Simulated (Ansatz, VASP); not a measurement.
TiTe2 in VASP and in Ansatz

```
CELL_PARAMETERS angstrom
3.74526 0.00000 0.00000
-1.87263 3.24349 0.00000
0.00000 0.00000 6.44339
ATOMIC_POSITIONS crystal
Ti 0.00000 0.00000 0.00000
Te 0.66667 0.33333 0.26280
Te 0.33333 0.66667 0.73720
```

Alike in both runs: task single point; functional PBE; k mesh 10 × 10 × 5; no spin polarisation.

|  | VASP | Ansatz |
| --- | --- | --- |
| version | VASP 6.6.1 | Ansatz 0.2.0 |
| potentials or method | VASP PAW PBE potentials, release 64 (Ti_sv, Te), cutoff 520 eV | plane waves, PAW |
| occupations | fermi-dirac, width 0.1 eV | fermi-dirac |
| valence electrons in the cell | 24 | 44 |

```csv
,VASP,Ansatz,Ansatz less VASP
pressure (GPa),2.7,2.7,+0.02
"traceless stress, the component that is largest in VASP (GPa)",0.73,0.73,-0.005
```

VASP's potentials hold 24 valence electrons a cell and Ansatz's 44, so a difference there can come from the potentials and not from the codes. Ansatz's warnings: stress scf threshold loose.

Neither program's run includes spin-orbit coupling.
